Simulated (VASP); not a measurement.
**K: single point with r2SCAN0**

Crystal: K.

```
K
1.0
     4.76526    0.00000    0.00000
    -2.38263    4.12683    0.00000
     0.00000    0.00000    7.78196
K
2
Direct
  0.33333 0.66667 0.25000
  0.66667 0.33333 0.75000
```

This isn't the form of K at room conditions, which is bcc.

| Quantity | Value |
| --- | --- |
| Program | VASP 6.6.1 |
| Task | single point |
| Functional | r2SCAN0 |
| Potentials or basis | VASP PAW PBE potentials, release 64 (K_sv) |
| Cutoff | 520 eV |
| k mesh | 4 × 4 × 2 |
| Occupations | fermi-dirac, width 0.1 eV |
| Spin | no spin polarisation |

| Item | Value |
| --- | --- |
| Pressure | 0.0 GPa |
| Band gap on the k mesh | zero (bands 9 and 10 overlap by 3.17 eV) |

Stress tensor (GPa, compression positive):
```
 0.33  0.00  0.00
 0.00  0.33  0.00
 0.00  0.00 -0.60
```

Levels at points of the mesh, in eV from the Fermi level:
```csv
k point,band 6,band 7,band 8,band 9,band 10,band 11,band 12,band 13
"(0.00, 0.00, 0.00)",-18.34,-18.34,-18.34,-3.18,0.68,0.69,5.04,5.04
"(0.50, 0.00, 0.00)",-18.36,-18.35,-18.35,-0.17,-0.10,2.17,2.60,2.81
"(0.00, 0.00, 0.50)",-18.34,-18.34,-18.34,-2.25,-2.25,3.43,3.43,5.11
"(0.50, 0.00, 0.50)",-18.35,-18.35,-18.35,0.92,0.92,1.07,1.07,3.89
```

Wall time 36 min on 1 thread of Intel Xeon 8259CL, with other jobs on the host, peak memory 0.32 GiB.

Caveat: the k points lie up to 0.40 Å⁻¹ apart, too coarse for converged energies and pressures of a metal; the PAW data sets were made with another functional, which shifts forces and pressure a little.
